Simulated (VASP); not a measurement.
Input of a VASP 6.6.1 run:

File INCAR:

```
SYSTEM = AlN
PREC = Accurate ; ENCUT = 520
EDIFF = 1E-6 ; ISMEAR = 0
SIGMA = 0.05 ; LREAL = .False.
LASPH = .True. ; NELM = 100
ALGO = Normal ; ISIF = 2
LWAVE = .False. ; LCHARG = .False.
GGA = PE ; NBANDS = 16
```

The input KPOINTS:

```
Automatic mesh
0
Gamma
  9 9 6
  0 0 0
```

POSCAR

```
AlN
1.0
    3.1298889828      0.0000000000     -0.4694833474
   -1.5649444914      2.7105633702      0.2347416737
   -0.7525434444      0.0000000000      5.1172954220
Al N
2 2
Direct
    0.3497519788      0.6648255787      0.0095377882
    0.6849264000      0.3351744213      0.5095377882
    0.3273513442      0.6893810671      0.3754622118
    0.6379702770      0.3106189329      0.8754622118
```

Potentials or basis: VASP PAW PBE potentials, release 64 (Al, N).

The run is started by

```sh
$ cat potpaw_PBE.64/Al/POTCAR potpaw_PBE.64/N/POTCAR > POTCAR
$ mpirun -np 1 vasp_std > vasp.out
```

Question: What does it give for the band gap on the k mesh?

Answer: 2.45 eV, direct.

Question: What does it give for the pressure?

Answer: -2.1 GPa.

Stress tensor (GPa, compression positive):
```
-13.99   0.00  27.31
  0.00   1.61   0.00
 27.31   0.00   6.10
```

Caveat: the cell differs from its parent crystal (engineering shear strain xz -0.3000, normal strain along z +0.0200). A k mesh can miss the band edges.
